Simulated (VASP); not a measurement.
MgS:

```
Mg S
1.0
     0.00000    2.83312    2.83312
     2.83312    0.00000    2.83312
     2.83312    2.83312    0.00000
Mg S
1 1
Cartesian
  0.0000 0.0000 0.0000
  4.2497 4.2497 4.2497
```

| Quantity | Value |
| --- | --- |
| Program | VASP 6.6.1 |
| Task | relaxation of cell and atoms |
| Functional | PBEsol |
| Dispersion | D3(BJ) |
| Potentials or basis | VASP PAW PBE potentials, release 64 (Mg, S) |
| Cutoff | 600 eV |
| k mesh | 6 × 6 × 6 |
| Occupations | gaussian, width 0.01 eV |
| Spin | no spin polarisation |

At the start: pressure -2.1 GPa; volume 22.74 Å³/atom.

Question: How do energy, volume and symmetry change on relaxing?

Answer: Over 3 steps the energy falls by 5.8 meV/atom and the volume is 21.91 Å³/atom (-3.7 %); space group F-43m (No. 216, to 0.05 Å).

The path:
| step | energy change (eV) | largest force (eV/Å) | pressure (GPa) | volume (Å³) |
| --- | --- | --- | --- | --- |
| 1 | 0.0000 | 0.0000 | -2.14 | 45.48 |
| 2 | -0.0111 | 0.0000 | 0.45 | 43.51 |
| 3 | -0.0115 | 0.0000 | 0.00 | 43.81 |

Final structure:
```
Mg S
1.0
     0.00000    2.79809    2.79809
     2.79809    0.00000    2.79809
     2.79809    2.79809    0.00000
Mg S
1 1
Direct
  0.00000 0.00000 0.00000
  0.75000 0.75000 0.75000
```

Caveat: the PAW data sets were made with another functional, which shifts forces and pressure a little.
